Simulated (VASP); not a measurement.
A run of VASP 6.6.1:

Contents of INCAR:

```
  PREC = Accurate
  ENCUT = 520
  EDIFF = 1E-6
  ISMEAR = 0
  SIGMA = 0.02
  LREAL = Auto
  LASPH = True
  NELM = 60
  ALGO = Normal
  ISIF = 2
  LWAVE = False
  LCHARG = False
  NBANDS = 48
```

File KPOINTS:

```
regular mesh
0
Gamma
  2 2 2
```

File POSCAR:

```
Si
1.0
    0.0000000000      5.4300000000      5.4300000000
    5.4300000000      0.0000000000      5.4300000000
    5.4300000000      5.4300000000      0.0000000000
Si
17
Direct
   -0.0038348987     -0.0042490792     -0.0056560773
    0.1449463168      0.1448755985      0.0647728361
    0.0187938306      0.0179290055      0.4444277164
    0.1113934622      0.1127617864      0.6223286372
   -0.0037463168      0.5133072744     -0.0060503683
    0.1183534991      0.6241220074      0.1327135359
   -0.0158141805      0.5054403315      0.5037744015
    0.1123892265      0.6523023020      0.6218188766
    0.5131703499     -0.0043180479     -0.0051779006
    0.6245590239      0.1174058011      0.1332652855
    0.5058114180     -0.0156346225      0.5043244936
    0.6537604052      0.1117922652      0.6229195212
    0.4894167587      0.4884898711      0.0327316759
    0.6245827808      0.6241113260      0.1330203499
    0.5063442910      0.5048709945      0.5040835175
    0.6137486188      0.6136335175      0.6585062615
    0.3023052486      0.3011586556      0.5943334254
```

Potentials or basis: VASP PAW LDA potentials, release 64 (Si).

Run with:

```console
$ cat potpaw_LDA.64/Si/POTCAR > POTCAR
$ mpirun -np 1 vasp_std > vasp.out
```

Hardware: 1 thread of Intel(R) Xeon(R) Platinum 8375C CPU @ 2.90GHz (Ice Lake), on a shared host.

**Question.** Estimate the wall time of this run.

**Answer.** It took 3.5 min on 1 thread of Intel(R) Xeon(R) Platinum 8375C CPU @ 2.90GHz (Ice Lake) (shared host), peak memory 0.37 GiB. Counts: scf iterations 14, k points 8.
